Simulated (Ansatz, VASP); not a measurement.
## TiO2 in VASP and in Ansatz

```xyz
6
Lattice="-1.9292 1.9292 4.8506 1.9292 -1.9292 4.8506 1.9292 1.9292 -4.8506" Properties=species:S:1:pos:R:3 pbc="T T T"
Ti    0.0000    1.9292    2.4253
Ti    0.0000    0.0000    0.0000
O     0.0000    0.0000    7.6824
O     0.0000    1.9292    0.4065
O     0.0000    1.9292    4.4441
O     0.0000    0.0000    2.0188
```

Alike in both runs: task single point; functional PBE; k mesh 10 × 10 × 10; occupations fermi-dirac, width 0.05 eV; no spin polarisation.

```csv
,VASP,Ansatz
version,VASP 6.6.1,Ansatz 0.2.0
potentials or method,"VASP PAW PBE potentials, release 64 (Ti_sv, O)",PseudoDojo stringent (PBE files)
plane-wave cutoff (eV),520,1252
valence electrons in the cell,48,48
```

|  | VASP | Ansatz | Ansatz less VASP |
| --- | --- | --- | --- |
| gap on the k mesh at the Fermi level (eV) | 1.98 | 2.02 | +0.040 |
| least direct gap on the mesh (eV) | 2.30 | 2.35 | +0.043 |
| pressure (GPa) | -6.0 | -6.9 | -0.87 |
| traceless stress, the component that is largest in VASP (GPa) | 0.40 | 0.34 | -0.060 |
| rms of the force components (eV/Å) | 0.095 | 0.111 | +0.0155 |

Atom by atom the forces differ by 0.016 eV/Å (rms over components).
